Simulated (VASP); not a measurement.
Input of a VASP 6.6.1 run:

File INCAR:

```
ALGO = Normal
EDIFF = 1E-6
ENCUT = 520
GGA = PS
ISIF = 2
ISMEAR = -1
LASPH = T
LCHARG = F
LREAL = F
LWAVE = F
NBANDS = 28
NELM = 100
PREC = Accurate
SIGMA = 0.05
```

Contents of KPOINTS:

```
k-points
0
Gamma
  4 4 4
```

File POSCAR:

```
KSr3
1.0
    0.0000000000      4.7885488590      4.7885488590
    4.7885488590      0.0000000000      4.7885488590
    4.7885488590      4.7885488590      0.0000000000
K Sr
1 3
Direct
    0.0000000000      0.0000000000      0.0000000000
    0.2500000000      0.2500000000      0.2500000000
    0.7500000000      0.7500000000      0.7500000000
    0.5000000000      0.5000000000      0.5000000000
```

Potentials or basis: VASP PAW PBE potentials, release 64 (K_sv, Sr_sv).

The run is started by

```console
$ cat potpaw_PBE.64/K_sv/POTCAR potpaw_PBE.64/Sr_sv/POTCAR > POTCAR
$ mpirun -np 1 vasp_std > vasp.out
```

(1) Predict the pressure.

## Answers

(1) 0.0 GPa.

Caveat: the PAW data sets were made with another functional, which shifts forces and pressure a little.
